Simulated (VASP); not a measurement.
A run of VASP 6.6.1 is set up as follows.

Contents of INCAR:

```
PREC = Accurate ; ENCUT = 520
EDIFF = 1E-6 ; ISMEAR = 0
SIGMA = 0.1 ; LREAL = False
LASPH = True ; NELM = 80
ALGO = Fast ; ISIF = 2
LWAVE = False ; LCHARG = False
GGA = PS ; NBANDS = 10
```

The input KPOINTS:

```
regular mesh
0
Gamma
  18 18 14
```

The input POSCAR:

```
Al
1.0
    1.9173499666      1.9173499666      0.0000000000
   -1.9173499666      1.9173499666      0.0000000000
    0.0000000000      0.0000000000      4.2054679196
Al
2
Direct
    0.0000000000      0.0000000000      0.0000000000
    0.5000000000      0.5000000000      0.5000000000
```

Potentials or basis: VASP PAW PBE potentials, release 64 (Al).

Run with:

```bash
$ cat potpaw_PBE.64/Al/POTCAR > POTCAR
$ mpirun -np 1 vasp_std > vasp.out
```

Task: What does it give for the band gap on the k mesh?

Result: Zero (band 3 reaches 15.04 eV, above the bottom of band 4 at 4.21 eV).

Task: Estimate the pressure.

Result: 4.9 GPa.

Stress tensor (GPa, compression positive):
```
7.38 0.00 0.00
0.00 7.38 0.00
0.00 0.00 0.06
```

Caveat: the cell differs from its parent crystal (biaxial strain in the a-b plane: -4.5 %, then relaxed in part); the PAW data sets were made with another functional, which shifts forces and pressure a little.
